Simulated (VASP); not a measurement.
Here is a VASP 6.6.1 calculation.

INCAR

```
SYSTEM = Si
  PREC = Accurate
  ENCUT = 400
  EDIFF = 1E-6
  ISMEAR = -1
  SIGMA = 0.02
  LREAL = .FALSE.
  LASPH = .TRUE.
  NELM = 120
  ALGO = Normal
  ISIF = 2
  LWAVE = .FALSE.
  LCHARG = .FALSE.
  NBANDS = 48
  GGA_COMPAT = .FALSE.
```

File KPOINTS:

```
Automatic mesh
0
G
  2 2 2
  0 0 0
```

POSCAR

```
Si
1.0
    0.0000000000      5.4300000000      5.4300000000
    5.4300000000      0.0000000000      5.4300000000
    5.4300000000      5.4300000000      0.0000000000
Si
17
Direct
    0.0003692449     -0.0010979742      0.0003337017
    0.1220197053      0.1280101289      0.1217883978
   -0.0053469613      0.0015127072      0.5018556169
    0.1218020258      0.1280421731      0.6281834254
    0.0005450276      0.5001844383      0.0004459484
    0.1249976059      0.6250128913      0.1250261510
    0.0004378453      0.5001717311      0.4988995396
    0.1221586556      0.6213279006      0.6282433702
    0.5020962247      0.0015929098     -0.0058435543
    0.6281797422      0.1280139963      0.1217022099
    0.5017921731      0.0014247698      0.5017266114
    0.6253748619      0.1239601289      0.6249229282
    0.4988646409      0.5001729282      0.0004053407
    0.6283500921      0.6213486188      0.1219471455
    0.5023217311      0.4930959484      0.5021576427
    0.6282198895      0.6212906077      0.6281970534
    0.3753661142      0.8739802947      0.3749333333
```

Potentials or basis: VASP PAW LDA potentials, release 64 (Si).

The run is started by

```console
$ cat potpaw_LDA.64/Si/POTCAR > POTCAR
$ mpirun -np 1 vasp_std > vasp.out
```

Question: Predict the band gap on the k mesh.

Answer: Zero (band 34 reaches 6.81 eV, above the bottom of band 35 at 6.57 eV).

Question: Estimate the pressure.

Answer: 1.7 GPa.

Question: Predict the largest force.

Answer: 0.038 eV/Å.

Forces on the atoms (eV/Å):
```
Si  -0.020  0.023 -0.022
Si  -0.001  0.017 -0.002
Si   0.008 -0.008 -0.011
Si  -0.024  0.001 -0.001
Si   0.020  0.019  0.020
Si  -0.001  0.000 -0.001
Si  -0.018 -0.022  0.022
Si   0.002 -0.004  0.015
Si  -0.007 -0.003  0.003
Si  -0.001  0.002 -0.020
Si   0.012  0.015  0.012
Si  -0.006  0.002 -0.003
Si   0.020 -0.021 -0.019
Si   0.016 -0.003  0.002
Si   0.003 -0.005  0.005
Si   0.002 -0.015  0.003
Si  -0.005  0.001 -0.003
```

Caveat: the k points lie up to 0.50 Å⁻¹ apart.
